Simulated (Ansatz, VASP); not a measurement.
## YAl3N4: VASP beside Ansatz

```
Y Al N
1.0
    -2.24212    2.24212    4.15926
     2.24212   -2.24212    4.15926
     2.24212    2.24212   -4.15926
Y Al N
1 3 4
Direct
  0.00000 0.00000 0.00000
  0.50000 0.50000 0.00000
  0.75000 0.25000 0.50000
  0.25000 0.75000 0.50000
  0.72845 0.72845 0.00000
  0.27155 0.27155 0.00000
  0.50000 0.00000 0.50000
  0.00000 0.50000 0.50000
```

Alike in both runs: functional PBE; k mesh 6 × 6 × 6; occupations gaussian, width 0.1 eV; no spin polarisation.

Ansatz relaxed the structure, and its values are those at the end. VASP's run is a single point on that final structure, the one shown.

|  | VASP | Ansatz |
| --- | --- | --- |
| version | VASP 6.6.1 | Ansatz 0.2.0 |
| potentials or method | VASP PAW PBE potentials, release 64 (Y_sv, Al, N), cutoff 600 eV | scalar-relativistic, plane waves, PAW |
| valence electrons in the cell | 40 | 40 |

Ansatz gave:

- gap on the k mesh at the Fermi level (eV): 1.83
- least direct gap on the mesh (eV): 1.83
- pressure (GPa): 0.1
- rms of the force components (eV/Å): 0.006

Task: What did VASP give for the same quantities?

Result: gap on the k mesh at the Fermi level (eV): 1.83; least direct gap on the mesh (eV): 1.83; pressure (GPa): -0.4; rms of the force components (eV/Å): 0.004.

With one functional, cell and mesh, what is left measures potentials, basis and numerics.
